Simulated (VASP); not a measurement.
# NaCl (scan) (Fm-3m) in VASP: a series of runs, part 2 of 2

VASP 6.6.1.

## 3. Relaxation of cell and atoms, r2SCAN, target pressure 12 GPa, at which the enthalpy is minimised

POSCAR reads:

```
NaCl
1.0
    0.0000000000      2.5841993485      2.5841993485
    2.5841993485      0.0000000000      2.5841993485
    2.5841993485      2.5841993485      0.0000000000
Na Cl
1 1
Direct
    0.0000000000      0.0000000000      0.0000000000
    0.5000000000      0.5000000000      0.5000000000
```

INCAR.step1 reads:

```
  PREC = Accurate
  ENCUT = 600
  ISMEAR = 0
  SIGMA = 0.02
  LREAL = F
  LASPH = T
  NELM = 80
  GGA = PE
  ALGO = Normal
  EDIFF = 1E-4
  LWAVE = T
  LCHARG = F
```

INCAR.step2 reads:

```
  PREC = Accurate
  ENCUT = 600
  EDIFF = 1E-6
  ISMEAR = 0
  SIGMA = 0.02
  LREAL = F
  LASPH = T
  NELM = 80
  ALGO = Normal
  ISIF = 3
  LWAVE = F
  LCHARG = F
  METAGGA = R2SCAN
  LMIXTAU = T
  IBRION = 2
  NSW = 100
  EDIFFG = -0.002
  PSTRESS = 120.0
  ISTART = 1
```

KPOINTS reads:

```
Automatic mesh
0
Gamma
  8 8 8
```

Potentials or basis: VASP PAW PBE potentials, release 64 (Na_pv, Cl).

Started as:

```bash
> cat potpaw_PBE.64/Na_pv/POTCAR potpaw_PBE.64/Cl/POTCAR > POTCAR
> cp INCAR.step1 INCAR
> mpirun -np 1 vasp_std > vasp.out
> cp INCAR.step2 INCAR
> mpirun -np 1 vasp_std > vasp.out
```

OUTCAR:

```text
PREC = Accurate
   ENCUT = 600
   EDIFF = 1E-6
   ISMEAR = 0
   LREAL = F
   LASPH = T
   NELM = 80
   ISIF = 3
   METAGGA = R2SCAN
   IBRION = 2
   NSW = 100
   EDIFFG = -0.002
   PSTRESS = 120.0
   ISTART = 1

 ion  position               nearest neighbor table
   1  0.000  0.000  0.000-   2 2.58   2 2.58   2 2.58   2 2.58   2 2.58   2 2.58
   2  0.500  0.500  0.500-   1 2.58   1 2.58   1 2.58   1 2.58   1 2.58   1 2.58

  LATTYP: Found a face centered cubic cell.
 ALAT       =     5.1683986970

  Lattice vectors:

 A1 = (   0.0000000000,   2.5841993485,   2.5841993485)
 A2 = (   2.5841993485,   0.0000000000,   2.5841993485)
 A3 = (   2.5841993485,   2.5841993485,   0.0000000000)

Analysis of symmetry for initial positions (statically):
=====================================================================
 Subroutine PRICEL returns:
 Original cell was already a primitive cell.

 Routine SETGRP: Setting up the symmetry group for a
 face centered cubic supercell.

 Subroutine GETGRP returns: Found 48 space group operations
 (whereof 48 operations were pure point group operations)
 out of a pool of 48 trial point group operations.

The static configuration has the point symmetry O_h .

Analysis of symmetry for dynamics (positions and initial velocities):
=====================================================================
 Subroutine PRICEL returns:
 Original cell was already a primitive cell.

 Routine SETGRP: Setting up the symmetry group for a
 face centered cubic supercell.

 Subroutine GETGRP returns: Found 48 space group operations
 (whereof 48 operations were pure point group operations)
 out of a pool of 48 trial point group operations.

The dynamic configuration has the point symmetry O_h .

 Subroutine INISYM returns: Found 48 space group operations
 (whereof 48 operations are pure point group operations),
[... 123 lines left out ...]
   AEXX    =    0.0000 exact exchange contribution
   IVDW    =     0    specifies the selected vdW correction
   LEPSILON=     F    determine dielectric tensor
   LRPA    =     F    only Hartree local field effects (RPA)
 conjugate gradient relaxation of ions
 non-spin polarized calculation
 Gauss-broadening in eV      SIGMA  =   0.02
  energy-cutoff  :      600.00
  volume of cell :       34.52
 maximum number of plane-waves:      1174
 NGX is ok and might be reduce to    30
   NGX = 15   NGY = 15   NGZ = 15

--------------------------------------- Ionic step        1  -------------------------------------------

 number of electron      13.9999997 magnetization

 Free energy of the ion-electron system (eV)
  ---------------------------------------------------
  ext. energy  EPLUGINS =         0.00000000
  ---------------------------------------------------
  free energy    TOTEN  =       -13.52608303 eV

  energy without entropy =      -13.52608303  energy(sigma->0) =      -13.52608303

------------------------ aborting loop because EDIFF is reached ----------------------------------------

  FORCE on cell =-STRESS in cart. coord.  units (eV):
  Direction    XX          YY          ZZ          XY          YZ          ZX
  --------------------------------------------------------------------------------------
  -------------------------------------------------------------------------------------
  Total        2.5215602      2.5215602      2.5215602      0.0000000      0.0000000     -0.0000000
  in kB      117.0501289    117.0501289    117.0501289      0.0000000      0.0000000     -0.0000000
  external PRESSURE =      -2.9498711 kB  Pullay stress =     120.0000000 kB
[... 101 lines left out ...]
--------------------------------------- Ionic step        4  -------------------------------------------

 number of electron      13.9999996 magnetization

 Free energy of the ion-electron system (eV)
  ---------------------------------------------------
  ext. energy  EPLUGINS =         0.00000000
  ---------------------------------------------------
  free energy    TOTEN  =       -13.51602768 eV

  energy without entropy =      -13.51602768  energy(sigma->0) =      -13.51602768

 E-fermi :   0.8027     XC(G=0):  -9.9443

 val. band max:        0.6933723171   @ k =   0.0000   0.0000   0.0000
 cond. band min:       7.9668242015   @ k =   0.0000   0.0000   0.0000
 fundamental gap:      7.2734518844
 Fermi energy:         0.8027292020

 k-point     1 :       0.0000    0.0000    0.0000
  band No.  band energies     occupation
      1     -20.4927      2.00000
      2     -20.4923      2.00000
      3     -20.4923      2.00000
      4     -13.3194      2.00000
      5       0.6934      2.00000
      6       0.6934      2.00000
      7       0.6934      2.00000
      8       7.9668      0.00000
      9      12.5768      0.00000
     10      12.5768      0.00000
     11      12.5768      0.00000
[... 309 lines left out ...]
 k-point    24 :      -0.3750    0.2500    0.1250
  band No.  band energies     occupation
      1     -20.5697      2.00000
      2     -20.5154      2.00000
      3     -20.5039      2.00000
      4     -12.5367      2.00000
      5      -1.8096      2.00000
      6      -0.5318      2.00000
      7      -0.0018      2.00000
      8      10.3673      0.00000
      9      11.8510      0.00000
     10      13.2216      0.00000
     11      14.2241      0.00000

 [... further k-points ...]
[... 5 lines left out ...]
  --------------------------------------------------------------------------------------
  -------------------------------------------------------------------------------------
  Total        2.5750585      2.5750585      2.5750585     -0.0000000      0.0000000     -0.0000000
  in kB      120.0104577    120.0104577    120.0104577     -0.0000000      0.0000000     -0.0000000
  external PRESSURE =       0.0104577 kB  Pullay stress =     120.0000000 kB
[... 21 lines left out ...]
  energy  without entropy=      -13.5160276804  energy(sigma->0) =      -13.51602768

  enthalpy is  TOTEN    =       -10.9411935423 eV   P V=        2.5748341381

 reached required accuracy - stopping structural energy minimisation
```

OUTCAR.step1:

```text
PREC = Accurate
   ENCUT = 600
   ISMEAR = 0
   LREAL = F
   LASPH = T
[... 557 lines left out ...]
 -----------------------------------------------------------------------------------
      0.00000      0.00000      0.00000        -0.000000     -0.000000     -0.000000
      2.58420      2.58420      2.58420         0.000000      0.000000      0.000000
 -----------------------------------------------------------------------------------
    total drift:                               -0.000000      0.000000      0.000000

  FREE ENERGIE OF THE ION-ELECTRON SYSTEM (eV)
  ---------------------------------------------------
  free  energy   TOTEN  =        -6.3991804415 eV

  energy  without entropy=       -6.3991804415  energy(sigma->0) =       -6.39918044
```

OSZICAR.step1:

```text
N       E                     dE             d eps       ncg     rms          rms(c)
DAV:   1     0.106664935121E+03    0.10666E+03   -0.81378E+03   641   0.153E+03
DAV:   2     0.107712764357E+01   -0.10559E+03   -0.98694E+02   715   0.318E+02
DAV:   3    -0.643656843669E+01   -0.75137E+01   -0.74717E+01   760   0.847E+01
DAV:   4    -0.657750618331E+01   -0.14094E+00   -0.14078E+00   747   0.120E+01
DAV:   5    -0.658067540029E+01   -0.31692E-02   -0.31688E-02   801   0.177E+00    0.240E+00
DAV:   6    -0.641070048552E+01    0.16997E+00   -0.30488E-01   809   0.452E+00    0.185E+00
DAV:   7    -0.639556567756E+01    0.15135E-01   -0.93235E-02   734   0.252E+00    0.119E+00
DAV:   8    -0.639922814690E+01   -0.36625E-02   -0.71645E-03   689   0.107E+00    0.213E-01
DAV:   9    -0.639918044147E+01    0.47705E-04   -0.15263E-04   738   0.157E-01
   1 F= -.63991804E+01 E0= -.63991804E+01  d E =-.642862E-24
```

Run time: 78 s. Hardware: 1 thread of AMD EPYC 9R45 (Zen 5), shared host; peak memory 0.14 GiB.

What came out:

```yaml
Free_energy: -13.5160 eV
Relaxed_volume: 17.19 Å³/atom
Relaxed_cell: a = 3.650 Å, b = 3.650 Å, c = 3.650 Å, α = 60.00°, β = 60.00°, γ = 60.00°
Space_group_after_relaxing_to_0.05_Å: Fm-3m (No. 225)
Energy_change_on_relaxing_the_enthalpy_is_what_falls: +5.0 meV/atom
Ionic_steps: 4
Pressure_after_relaxing: 12.0 GPa
Band_gap_on_the_k_mesh: 7.27 eV, direct
```

Step by step:
```
step  energy change (eV)  largest force (eV/Å)  pressure (GPa)  volume (Å³)
   1              0.0000                0.0000           11.71        34.52
   2              0.0116                0.0000           12.05        34.36
   3              0.0110                0.0000           12.03        34.36
   4              0.0101                0.0000           12.00        34.38
```

Final structure:
```
Na Cl
1.0
     0.00000    2.58077    2.58077
     2.58077    0.00000    2.58077
     2.58077    2.58077    0.00000
Na Cl
1 1
Direct
  0.00000 0.00000 0.00000
  0.50000 0.50000 0.50000
```

Caveat: the cell is relaxed towards a set pressure, so the enthalpy falls and the energy may rise; the PAW data sets were made with another functional, which shifts forces and pressure a little. r2SCAN opens gaps a little over a GGA but as a rule still falls short of measured ones.

## 4. Relaxation of cell and atoms, r2SCAN, target pressure 12 GPa, at which the enthalpy is minimised

This run uses another cell than the first one, of 22.19 Å³/atom, 1.286 times its volume.

POSCAR reads:

```
NaCl
1.0
    0.0000000000      2.8100000000      2.8100000000
    2.8100000000      0.0000000000      2.8100000000
    2.8100000000      2.8100000000      0.0000000000
Na Cl
1 1
Direct
    0.0000000000      0.0000000000      0.0000000000
    0.5000000000      0.5000000000      0.5000000000
```

INCAR.step1 reads:

```
SYSTEM = NaCl
PREC = Accurate
ENCUT = 600
ISMEAR = 0
SIGMA = 0.02
LREAL = .FALSE.
LASPH = .TRUE.
NELM = 100
GGA = PE
ALGO = Normal
EDIFF = 1E-4
LWAVE = .TRUE.
LCHARG = .FALSE.
```

INCAR.step2 reads:

```
SYSTEM = NaCl
PREC = Accurate
ENCUT = 600
EDIFF = 1E-6
ISMEAR = 0
SIGMA = 0.02
LREAL = .FALSE.
LASPH = .TRUE.
NELM = 100
ALGO = Normal
ISIF = 3
LWAVE = .FALSE.
LCHARG = .FALSE.
METAGGA = R2SCAN
LMIXTAU = .TRUE.
IBRION = 2
NSW = 100
EDIFFG = -0.002
PSTRESS = 120.0
ISTART = 1
```

KPOINTS reads:

```
Automatic mesh
0
G
  8 8 8
  0 0 0
```

Potentials or basis: VASP PAW PBE potentials, release 64 (Na_pv, Cl).

Started as:

```bash
> cat potpaw_PBE.64/Na_pv/POTCAR potpaw_PBE.64/Cl/POTCAR > POTCAR
> cp INCAR.step1 INCAR
> mpirun -np 1 vasp_std > vasp.out
> cp INCAR.step2 INCAR
> mpirun -np 1 vasp_std > vasp.out
```

OUTCAR:

```text
SYSTEM = NaCl
   PREC = Accurate
   ENCUT = 600
   EDIFF = 1E-6
   ISMEAR = 0
   LREAL = .FALSE.
   LASPH = .TRUE.
   NELM = 100
   ISIF = 3
   METAGGA = R2SCAN
   IBRION = 2
   NSW = 100
   EDIFFG = -0.002
   PSTRESS = 120.0
   ISTART = 1

 ion  position               nearest neighbor table
   1  0.000  0.000  0.000-
   2  0.500  0.500  0.500-

  LATTYP: Found a face centered cubic cell.
 ALAT       =     5.6200000000

  Lattice vectors:

 A1 = (   0.0000000000,   2.8100000000,   2.8100000000)
 A2 = (   2.8100000000,   0.0000000000,   2.8100000000)
 A3 = (   2.8100000000,   2.8100000000,   0.0000000000)

Analysis of symmetry for initial positions (statically):
=====================================================================
 Subroutine PRICEL returns:
 Original cell was already a primitive cell.

 Routine SETGRP: Setting up the symmetry group for a
 face centered cubic supercell.

 Subroutine GETGRP returns: Found 48 space group operations
 (whereof 48 operations were pure point group operations)
 out of a pool of 48 trial point group operations.

The static configuration has the point symmetry O_h .

Analysis of symmetry for dynamics (positions and initial velocities):
=====================================================================
 Subroutine PRICEL returns:
 Original cell was already a primitive cell.

 Routine SETGRP: Setting up the symmetry group for a
 face centered cubic supercell.

 Subroutine GETGRP returns: Found 48 space group operations
 (whereof 48 operations were pure point group operations)
 out of a pool of 48 trial point group operations.

The dynamic configuration has the point symmetry O_h .

 Subroutine INISYM returns: Found 48 space group operations
 (whereof 48 operations are pure point group operations),
 and found     1 'primitive' translations

----------------------------------------------------------------------------------------

                                     Primitive cell

  volume of cell :      44.3761

[... 105 lines left out ...]
   IALGO  =     38    algorithm
   IMIX   =      4    mixing-type and parameters
     AMIX     =   0.40;   BMIX     =  1.00
     AMIX_MAG =   1.60;   BMIX_MAG =  1.00
  volume/ion in A,a.u.               =      22.19       149.73
  Fermi-wavevector in a.u.,A,eV,Ry     =   1.114469  2.106040 16.898985  1.242040
  Thomas-Fermi vector in A             =   2.251064
   LORBIT       =      0    0 simple, 1 ext, 2 COOP (PROOUT), +10 PAW based schemes
   METAGGA = R2SCAN    functional components
   LHFCALC =     F    Hartree Fock is set to
   AEXX    =    0.0000 exact exchange contribution
   IVDW    =     0    specifies the selected vdW correction
   LEPSILON=     F    determine dielectric tensor
   LRPA    =     F    only Hartree local field effects (RPA)
 conjugate gradient relaxation of ions
 non-spin polarized calculation
 Gauss-broadening in eV      SIGMA  =   0.02
  energy-cutoff  :      600.00
  volume of cell :       44.38
 maximum number of plane-waves:      1494
   NGX = 15   NGY = 15   NGZ = 15

--------------------------------------- Ionic step        1  -------------------------------------------

 number of electron      14.0000007 magnetization

 Free energy of the ion-electron system (eV)
  ---------------------------------------------------
  ext. energy  EPLUGINS =         0.00000000
  ---------------------------------------------------
  free energy    TOTEN  =       -13.79059015 eV

  energy without entropy =      -13.79059015  energy(sigma->0) =      -13.79059015

 E-fermi :  -0.9526     XC(G=0):  -8.6939

 val. band max:       -1.1027197813   @ k =   0.0000   0.0000   0.0000
 cond. band min:       4.8627054443   @ k =   0.0000   0.0000   0.0000
 fundamental gap:      5.9654252256
 Fermi energy:        -0.9525900905

 k-point     1 :       0.0000    0.0000    0.0000
  band No.  band energies     occupation
      1     -22.6038      2.00000
      2     -22.6035      2.00000
      3     -22.6035      2.00000
      4     -14.3488      2.00000
      5      -1.1027      2.00000
      6      -1.1027      2.00000
      7      -1.1027      2.00000
      8       4.8627      0.00000
      9      10.6678      0.00000
     10      10.6678      0.00000
     11      10.6678      0.00000
[... 431 lines left out ...]
  energy  without entropy=      -13.5173851306  energy(sigma->0) =      -13.51738513

  enthalpy is  TOTEN    =       -10.9450876448 eV   P V=        2.5722974858

[... ionic steps 4 to 12 ...]

--------------------------------------- Ionic step       13  -------------------------------------------

 number of electron      13.9999995 magnetization

------------------------ aborting loop because EDIFF is reached ----------------------------------------
[... 71 lines left out ...]
--------------------------------------- Ionic step       15  -------------------------------------------

 number of electron      13.9999996 magnetization

 Free energy of the ion-electron system (eV)
  ---------------------------------------------------
  ext. energy  EPLUGINS =         0.00000000
  ---------------------------------------------------
  free energy    TOTEN  =       -13.51795856 eV

  energy without entropy =      -13.51795856  energy(sigma->0) =      -13.51795856

 E-fermi :   0.8100     XC(G=0):  -9.9476

 val. band max:        0.6993193016   @ k =   0.0000   0.0000   0.0000
 cond. band min:       7.9789757445   @ k =   0.0000   0.0000   0.0000
 fundamental gap:      7.2796564429
 Fermi energy:         0.8099504879

 k-point     1 :       0.0000    0.0000    0.0000
  band No.  band energies     occupation
      1     -20.4860      2.00000
      2     -20.4857      2.00000
      3     -20.4857      2.00000
      4     -13.3160      2.00000
      5       0.6993      2.00000
      6       0.6993      2.00000
      7       0.6993      2.00000
      8       7.9790      0.00000
      9      12.5832      0.00000
     10      12.5832      0.00000
     11      12.5832      0.00000
[... 355 lines left out ...]
  energy  without entropy=      -13.5179585646  energy(sigma->0) =      -13.51795856

  enthalpy is  TOTEN    =       -10.9450838294 eV   P V=        2.5728747352

 reached required accuracy - stopping structural energy minimisation
```

OUTCAR.step1:

```text
SYSTEM = NaCl
   PREC = Accurate
   ENCUT = 600
   ISMEAR = 0
   LREAL = .FALSE.
   LASPH = .TRUE.
[... 557 lines left out ...]
      0.00000      0.00000      0.00000         0.000000      0.000000      0.000000
      2.81000      2.81000      2.81000        -0.000000     -0.000000     -0.000000
 -----------------------------------------------------------------------------------
    total drift:                                0.000000     -0.000000     -0.000000

  FREE ENERGIE OF THE ION-ELECTRON SYSTEM (eV)
  ---------------------------------------------------
  free  energy   TOTEN  =        -6.7721470875 eV

  energy  without entropy=       -6.7721470875  energy(sigma->0) =       -6.77214709
```

Wall time 3.6 min (1 thread of AMD EPYC 9R45 (Zen 5), shared host); peak memory 0.16 GiB.

Results:

```
Free energy                                            : -13.5180 eV
Relaxed volume                                         : 17.18 Å³/atom
Relaxed cell                                           : a = 3.649 Å, b = 3.649 Å, c = 3.649 Å, α = 60.00°, β = 60.00°, γ = 60.00°
Space group after relaxing (to 0.05 Å)                 : Fm-3m (No. 225)
Energy change on relaxing (the enthalpy is what falls) : +136.3 meV/atom
Ionic steps                                            : 15
Pressure after relaxing                                : 12.0 GPa
Band gap on the k mesh                                 : 7.28 eV, direct
```

The path:
| step | energy change (eV) | largest force (eV/Å) | pressure (GPa) | volume (Å³) |
| --- | --- | --- | --- | --- |
| 1 | 0.0000 | 0.0000 | -0.39 | 44.38 |
| 2 | 0.2808 | 0.0000 | 12.25 | 34.24 |
| 3 | 0.2732 | 0.0000 | 12.03 | 34.34 |
| 4 | 0.2597 | 0.0000 | 11.62 | 34.53 |
| 5 | 0.2601 | 0.0000 | 11.58 | 34.52 |
| 6 | 0.2611 | 0.0000 | 11.67 | 34.51 |
| 7 | 0.2611 | 0.0000 | 11.66 | 34.51 |
| 8 | 0.2612 | 0.0000 | 11.66 | 34.51 |
| 9 | 0.2613 | 0.0000 | 11.65 | 34.51 |
| 10 | 0.2614 | 0.0000 | 11.65 | 34.50 |
| 11 | 0.2618 | 0.0000 | 11.63 | 34.50 |
| 12 | 0.2625 | 0.0000 | 11.71 | 34.49 |
| 13 | 0.2640 | 0.0000 | 11.75 | 34.47 |
| 14 | 0.2668 | 0.0000 | 11.83 | 34.43 |
| 15 | 0.2726 | 0.0000 | 12.01 | 34.35 |

Final structure:
```cif
data_structure
_symmetry_space_group_name_H-M 'P 1'
_symmetry_Int_Tables_number 1
_cell_length_a 3.6488
_cell_length_b 3.6488
_cell_length_c 3.6488
_cell_angle_alpha 60.000
_cell_angle_beta 60.000
_cell_angle_gamma 60.000
_cell_volume 34.35
loop_
_atom_site_label
_atom_site_type_symbol
_atom_site_fract_x
_atom_site_fract_y
_atom_site_fract_z
_atom_site_occupancy
Na1 Na 0.00000 0.00000 0.00000 1
Cl1 Cl 0.50000 0.50000 0.50000 1
```

Caveat: the cell is relaxed towards a set pressure, so the enthalpy falls and the energy may rise; the volume moved by over 15 % at a fixed basis, so the end points are rough; the PAW data sets were made with another functional, which shifts forces and pressure a little. r2SCAN opens gaps a little over a GGA but as a rule still falls short of measured ones.

## 5. The runs side by side

| task | cell | cutoff (eV) | gap on the mesh (eV) | pressure (GPa) |
| --- | --- | --- | --- | --- |
| single point | a = 3.655 Å, angles 60.0°, 2 atoms | 520 | 7.25 | 11.7 |
| relaxation of cell and atoms | relaxed to 12 GPa from a = 3.655 Å, angles 60.0°, 2 atoms | 600 | 7.27 | 12.0 |
| relaxation of cell and atoms | relaxed to 12 GPa from a = 3.974 Å, angles 60.0°, 2 atoms | 600 | 7.28 | 12.0 |

Alike in all rows: level r2SCAN; potentials or basis VASP PAW PBE potentials, release 64 (Na_pv, Cl); no spin polarisation; k mesh 8 × 8 × 8; smearing gaussian 0.02 eV.

Caveats: the PAW data sets were made with another functional, which shifts forces and pressure a little; the cell is relaxed towards a set pressure, so the enthalpy falls and the energy may rise (some runs); the volume moved by over 15 % at a fixed basis, so the end points are rough (some runs).

Absolute energies hang on the potentials; compare differences alone.
